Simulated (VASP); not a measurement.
# PbS (F-43m) in VASP: notebook

The runs below take PbS through single point, with PBE, PBEsol, LDA.

All numbers are computed with VASP 6.6.1; they aren't measurements. Logs are shortened: lines on timing, memory, paths and dates and some standing lists are left out, and cuts for length are marked.

## Step 1: The cell of the first run

The structure is cubic, space group F-43m (No. 216). The conventional cell has a = 6.648 Å, b = 6.648 Å, c = 6.648 Å, α = 90.00°, β = 90.00°, γ = 90.00°. Within 3.8 Å of Pb (site symmetry -43m) lie 4 S at 2.88 Å. Within 3.8 Å of S (site symmetry -43m) lie 4 Pb at 2.88 Å.

## Step 2: Single point, PBE

Contents of INCAR:

```
ALGO     = Normal         # electronic algorithm
EDIFF    = 1E-6           # SCF threshold, eV
ENCUT    = 520            # plane-wave cutoff, eV
GGA      = PE             # functional
ISIF     = 2              # what is computed and relaxed
ISMEAR   = 0              # smearing method
LASPH    = True           # aspherical terms in the spheres
LCHARG   = False          # write CHGCAR
LREAL    = False          # projectors in reciprocal space
LWAVE    = False          # write WAVECAR
NBANDS   = 17             # bands
NELM     = 60             # most SCF steps
PREC     = Accurate       # precision mode
SIGMA    = 0.05           # smearing width, eV
```

Contents of KPOINTS:

```
k-points
0
Gamma
  10 10 10
```

Contents of POSCAR:

```
PbS
1.0
    0.0000000000      3.3238313106      3.3238313106
    3.3238313106      0.0000000000      3.3238313106
    3.3238313106      3.3238313106      0.0000000000
Pb S
1 1
Direct
    0.0000000000      0.0000000000      0.0000000000
    0.2500000000      0.2500000000      0.2500000000
```

Potentials or basis: VASP PAW PBE potentials, release 64 (Pb_d, S).

Started as:

```sh
$ cat potpaw_PBE.64/Pb_d/POTCAR potpaw_PBE.64/S/POTCAR > POTCAR
$ mpirun -np 1 vasp_std > vasp.out
```

OUTCAR:

```text
EDIFF = 1E-6
   ENCUT = 520
   GGA = PE
   ISIF = 2
   ISMEAR = 0
   LASPH = True
   LREAL = False
   NELM = 60
   PREC = Accurate

 ion  position               nearest neighbor table
   1  0.000  0.000  0.000-   2 2.88   2 2.88   2 2.88   2 2.88
   2  0.250  0.250  0.250-   1 2.88   1 2.88   1 2.88   1 2.88

  LATTYP: Found a face centered cubic cell.
 ALAT       =     6.6476626212

  Lattice vectors:

 A1 = (   0.0000000000,   3.3238313106,   3.3238313106)
 A2 = (   3.3238313106,   0.0000000000,   3.3238313106)
 A3 = (   3.3238313106,   3.3238313106,   0.0000000000)

Analysis of symmetry for initial positions (statically):
=====================================================================
 Subroutine PRICEL returns:
 Original cell was already a primitive cell.

 Routine SETGRP: Setting up the symmetry group for a
 face centered cubic supercell.

 Subroutine GETGRP returns: Found 24 space group operations
 (whereof 24 operations were pure point group operations)
 out of a pool of 48 trial point group operations.

The static configuration has the point symmetry T_d .

Analysis of symmetry for dynamics (positions and initial velocities):
=====================================================================
 Subroutine PRICEL returns:
 Original cell was already a primitive cell.

 Routine SETGRP: Setting up the symmetry group for a
 face centered cubic supercell.

 Subroutine GETGRP returns: Found 24 space group operations
 (whereof 24 operations were pure point group operations)
 out of a pool of 48 trial point group operations.

The dynamic configuration has the point symmetry T_d .

 Subroutine INISYM returns: Found 24 space group operations
 (whereof 24 operations are pure point group operations),
 and found     1 'primitive' translations

----------------------------------------------------------------------------------------

                                     Primitive cell

  volume of cell :      73.4424

  direct lattice vectors                    reciprocal lattice vectors
     0.000000000  3.323831311  3.323831311    -0.150428813  0.150428813  0.150428813
     3.323831311  0.000000000  3.323831311     0.150428813 -0.150428813  0.150428813
     3.323831311  3.323831311  0.000000000     0.150428813  0.150428813 -0.150428813

  length of vectors
     4.700607318  4.700607318  4.700607318     0.260550348  0.260550348  0.260550348

  position of ions in fractional coordinates (direct lattice)
     0.000000000  0.000000000  0.000000000
     0.250000000  0.250000000  0.250000000

  ion indices of the primitive-cell ions
   primitive index   ion index
                 1           1
                 2           2

----------------------------------------------------------------------------------------

 KPOINTS: k-points

Automatic generation of k-mesh.
 Grid dimensions read from file:
 generate k-points for:   10   10   10

 Generating k-lattice:

  Cartesian coordinates                     Fractional coordinates (reciprocal lattice)
    -0.015042881  0.015042881  0.015042881     0.100000000  0.000000000  0.000000000
     0.015042881 -0.015042881  0.015042881     0.000000000  0.100000000  0.000000000
     0.015042881  0.015042881 -0.015042881     0.000000000  0.000000000  0.100000000

  Length of vectors
     0.026055035  0.026055035  0.026055035

  Shift w.r.t. Gamma in fractional coordinates (k-lattice)
     0.000000000  0.000000000  0.000000000

 Subroutine IBZKPT returns following result:
 ===========================================

 Found     47 irreducible k-points:

 Following reciprocal coordinates:
            Coordinates               Weight
  0.000000  0.000000  0.000000      1.000000
  0.100000  0.000000  0.000000      8.000000
  0.200000  0.000000  0.000000      8.000000
  0.300000  0.000000  0.000000      8.000000
  0.400000  0.000000  0.000000      8.000000
  0.500000  0.000000  0.000000      4.000000
[... 16 lines left out ...]
  0.300000  0.300000  0.000000      6.000000
  0.400000  0.300000  0.000000     24.000000
 [... further k-points ...]
   k-points           NKPTS =     47   k-points in BZ     NKDIM =     47   number of bands    NBANDS=     17
   number of dos      NEDOS =    301   number of ions     NIONS =      2
   total plane-waves  NPLWV =  46656
   dimension x,y,z NGX =    36 NGY =   36 NGZ =   36
   dimension x,y,z NGXF=    72 NGYF=   72 NGZF=   72
   ions per type =               1   1
   NGX,Y,Z   is equivalent  to a cutoff of  12.73, 12.73, 12.73 a.u.
   NGXF,Y,Z  is equivalent  to a cutoff of  25.46, 25.46, 25.46 a.u.
 SYSTEM =  unknown system
   PREC   = accura    normal or accurate (medium, high low for compatibility)
   ISTART =      0    job   : 0-new  1-cont  2-samecut
   ICHARG =      2    charge: 1-file 2-atom 10-const
   ISPIN  =      1    spin polarized calculation?
   LNONCOLLINEAR =      F non collinear calculations
   LSORBIT =      F    spin-orbit coupling
   LASPH  =      T    aspherical Exc in radial PAW
   ENCUT  =  520.0 eV  38.22 Ry    6.18 a.u.   8.74  8.74  8.74*2*pi/ulx,y,z
   NELM   =     60;   NELMIN=  2; NELMDL= -5     # of ELM steps
   EDIFF  = 0.1E-05   stopping-criterion for ELM
   LREAL  =      F    real-space projection
   EDIFFG = 0.1E-04   stopping-criterion for IOM
   NSW    =      0    number of steps for IOM
   IBRION =     -1    ionic relax: 0-MD 1-quasi-New 2-CG
   NFREE  =      0    steps in history (QN), initial steepest desc. (CG)
   ISIF   =      2    stress and relaxation
   ISYM   =      2    0-nonsym 1-usesym 2-fastsym
   POTIM  = 0.5000    time-step for ionic-motion
   TEBEG  =    0.0;   TEEND  =   0.0 temperature during run
   PSTRESS=    0.0 pullay stress
   NELECT =      20.0000    total number of electrons
   NUPDOWN=      -1.0000    fix difference up-down
   EMIN   =  10.00;   EMAX   =-10.00  energy-range for DOS
   EFERMI =   0.00;   METHOD = LEGACY
   ISMEAR =     0;   SIGMA  =   0.05  broadening in eV -4-tet -1-fermi 0-gaus
   EFERMI_NEDOS =   21; number of points for ismear=-14 and -15
   IALGO  =     38    algorithm
   IMIX   =      4    mixing-type and parameters
     AMIX     =   0.40;   BMIX     =  1.00
     AMIX_MAG =   1.60;   BMIX_MAG =  1.00
  volume/ion in A,a.u.               =      36.72       247.81
  Fermi-wavevector in a.u.,A,eV,Ry     =   1.061131  2.005248 15.320160  1.126000
  Thomas-Fermi vector in A             =   2.196537
   LORBIT       =      0    0 simple, 1 ext, 2 COOP (PROOUT), +10 PAW based schemes
   GGA     = PE    functional components
   LHFCALC =     F    Hartree Fock is set to
   AEXX    =    0.0000 exact exchange contribution
   IVDW    =     0    specifies the selected vdW correction
   LEPSILON=     F    determine dielectric tensor
   LRPA    =     F    only Hartree local field effects (RPA)
 non-spin polarized calculation
 Gauss-broadening in eV      SIGMA  =   0.05
  energy-cutoff  :      520.00
  volume of cell :       73.44
 maximum number of plane-waves:      2006
   NGX = 17   NGY = 17   NGZ = 17

 number of electron      19.9999997 magnetization

 Free energy of the ion-electron system (eV)
  ---------------------------------------------------
  ext. energy  EPLUGINS =         0.00000000
  ---------------------------------------------------
  free energy    TOTEN  =        -8.40886242 eV

  energy without entropy =       -8.40886242  energy(sigma->0) =       -8.40886242

 E-fermi :   2.8544     XC(G=0):  -7.8352

 val. band max:        2.6394789609   @ k =  -0.3000   0.5000   0.2000
 cond. band min:       3.5286846377   @ k =   0.5000   0.5000   0.0000
 fundamental gap:      0.8892056768
 Fermi energy:         2.8544160984

 k-point     1 :       0.0000    0.0000    0.0000
  band No.  band energies     occupation
      1     -13.9549      2.00000
      2     -13.9549      2.00000
      3     -13.9549      2.00000
      4     -13.9228      2.00000
      5     -13.9228      2.00000
      6      -9.7992      2.00000
[... 9 lines left out ...]
     16      11.2966      0.00000
     17      12.3070      0.00000

 k-point     2 :       0.1000    0.0000    0.0000
  band No.  band energies     occupation
      1     -13.9575      2.00000
      2     -13.9537      2.00000
      3     -13.9537      2.00000
      4     -13.9227      2.00000
      5     -13.9227      2.00000
      6      -9.7450      2.00000
[... 9 lines left out ...]
     16      10.8936      0.00000
     17      11.9530      0.00000

 k-point     3 :       0.2000    0.0000    0.0000
  band No.  band energies     occupation
      1     -13.9643      2.00000
      2     -13.9510      2.00000
      3     -13.9510      2.00000
      4     -13.9222      2.00000
      5     -13.9222      2.00000
      6      -9.5939      2.00000
[... 9 lines left out ...]
     16      10.5402      0.00000
     17      11.6935      0.00000

 k-point     4 :       0.3000    0.0000    0.0000
  band No.  band energies     occupation
      1     -13.9726      2.00000
      2     -13.9482      2.00000
      3     -13.9482      2.00000
      4     -13.9210      2.00000
      5     -13.9209      2.00000
      6      -9.3841      2.00000
[... 9 lines left out ...]
     16      10.5900      0.00000
     17      12.1171      0.00000

 k-point     5 :       0.4000    0.0000    0.0000
  band No.  band energies     occupation
      1     -13.9793      2.00000
      2     -13.9465      2.00000
      3     -13.9465      2.00000
      4     -13.9193      2.00000
      5     -13.9193      2.00000
      6      -9.1888      2.00000
[... 9 lines left out ...]
     16      11.0443      0.00000
     17      11.6960      0.00000

 k-point     6 :       0.5000    0.0000    0.0000
  band No.  band energies     occupation
      1     -13.9818      2.00000
      2     -13.9461      2.00000
      3     -13.9461      2.00000
      4     -13.9185      2.00000
      5     -13.9185      2.00000
      6      -9.1062      2.00000
[... 9 lines left out ...]
     16      11.4725      0.00000
     17      11.4725      0.00000

 k-point     7 :       0.1000    0.1000    0.0000
  band No.  band energies     occupation
      1     -13.9598      2.00000
      2     -13.9526      2.00000
      3     -13.9526      2.00000
      4     -13.9235      2.00000
      5     -13.9220      2.00000
      6      -9.7268      2.00000
[... 9 lines left out ...]
     16      11.3794      0.00000
     17      12.5642      0.00000

 k-point     8 :       0.2000    0.1000    0.0000
  band No.  band energies     occupation
      1     -13.9657      2.00000
      2     -13.9502      2.00000
      3     -13.9497      2.00000
      4     -13.9240      2.00000
      5     -13.9211      2.00000
      6      -9.6074      2.00000
[... 9 lines left out ...]
     16      11.1835      0.00000
     17      12.2628      0.00000
[... 203 lines left out ...]
      1     -13.9867      2.00000
      2     -13.9427      2.00000
      3     -13.9399      2.00000
      4     -13.9234      2.00000
      5     -13.9176      2.00000
      6      -9.0203      2.00000
[... 9 lines left out ...]
     16      11.6991      0.00000
     17      12.1354      0.00000

 k-point    20 :      -0.4000    0.2000    0.0000
  band No.  band energies     occupation
      1     -13.9856      2.00000
      2     -13.9435      2.00000
      3     -13.9406      2.00000
      4     -13.9214      2.00000
      5     -13.9194      2.00000
      6      -9.0005      2.00000
[... 9 lines left out ...]
     16      11.2041      0.00000
     17      12.2837      0.00000

 k-point    21 :      -0.3000    0.2000    0.0000
  band No.  band energies     occupation
      1     -13.9815      2.00000
      2     -13.9445      2.00000
      3     -13.9427      2.00000
      4     -13.9218      2.00000
      5     -13.9200      2.00000
      6      -9.1199      2.00000
[... 9 lines left out ...]
     16      11.2213      0.00000
     17      12.3802      0.00000

 k-point    22 :      -0.2000    0.2000    0.0000
  band No.  band energies     occupation
      1     -13.9756      2.00000
      2     -13.9461      2.00000
      3     -13.9458      2.00000
      4     -13.9232      2.00000
      5     -13.9199      2.00000
      6      -9.3093      2.00000
[... 9 lines left out ...]
     16      10.7744      0.00000
     17      12.8750      0.00000

 k-point    23 :       0.3000    0.3000    0.0000
  band No.  band energies     occupation
      1     -13.9873      2.00000
      2     -13.9387      2.00000
      3     -13.9387      2.00000
      4     -13.9282      2.00000
      5     -13.9172      2.00000
      6      -9.2338      2.00000
[... 9 lines left out ...]
     16      11.9835      0.00000
     17      14.4667      0.00000

 k-point    24 :       0.4000    0.3000    0.0000
  band No.  band energies     occupation
      1     -13.9927      2.00000
      2     -13.9366      2.00000
      3     -13.9358      2.00000
      4     -13.9285      2.00000
      5     -13.9162      2.00000
      6      -9.0715      2.00000
[... 9 lines left out ...]
     16      12.1635      0.00000
     17      13.6307      0.00000

 [... further k-points ...]

------------------------ aborting loop because EDIFF is reached ----------------------------------------

  FORCE on cell =-STRESS in cart. coord.  units (eV):
  Direction    XX          YY          ZZ          XY          YZ          ZX
  --------------------------------------------------------------------------------------
  -------------------------------------------------------------------------------------
  Total       -0.0236514     -0.0236514     -0.0236514      0.0000000      0.0000000     -0.0000000
  in kB       -0.5159650     -0.5159650     -0.5159650      0.0000000      0.0000000     -0.0000000
  external PRESSURE =      -0.5159650 kB  Pullay stress =       0.0000000 kB

 VOLUME and BASIS-vectors are now :
 -----------------------------------------------------------------------------
  energy-cutoff  :      520.00
  volume of cell :       73.44
      direct lattice vectors                 reciprocal lattice vectors
     0.000000000  3.323831311  3.323831311    -0.150428813  0.150428813  0.150428813
     3.323831311  0.000000000  3.323831311     0.150428813 -0.150428813  0.150428813
     3.323831311  3.323831311  0.000000000     0.150428813  0.150428813 -0.150428813

 POSITION                                       TOTAL-FORCE (eV/Angst)
 -----------------------------------------------------------------------------------
      0.00000      0.00000      0.00000         0.000000      0.000000      0.000000
      1.66192      1.66192      1.66192        -0.000000     -0.000000      0.000000
 -----------------------------------------------------------------------------------
    total drift:                                0.000000      0.000000      0.000000

  FREE ENERGIE OF THE ION-ELECTRON SYSTEM (eV)
  ---------------------------------------------------
  free  energy   TOTEN  =        -8.4088624207 eV

  energy  without entropy=       -8.4088624207  energy(sigma->0) =       -8.40886242
```

Wall time 25 s (1 thread of Intel Xeon 6975P-C (Granite Rapids), shared host); peak memory 0.22 GiB.

Results:

```yaml
Free_energy: -8.4089 eV
Pressure: -0.1 GPa
Band_gap_on_the_k_mesh: 0.89 eV, indirect (least direct gap 1.30 eV)
```

Caveat: spin-orbit coupling is left out, which moves the levels of the heavy elements.

(Part 1 of 2 ends here.)
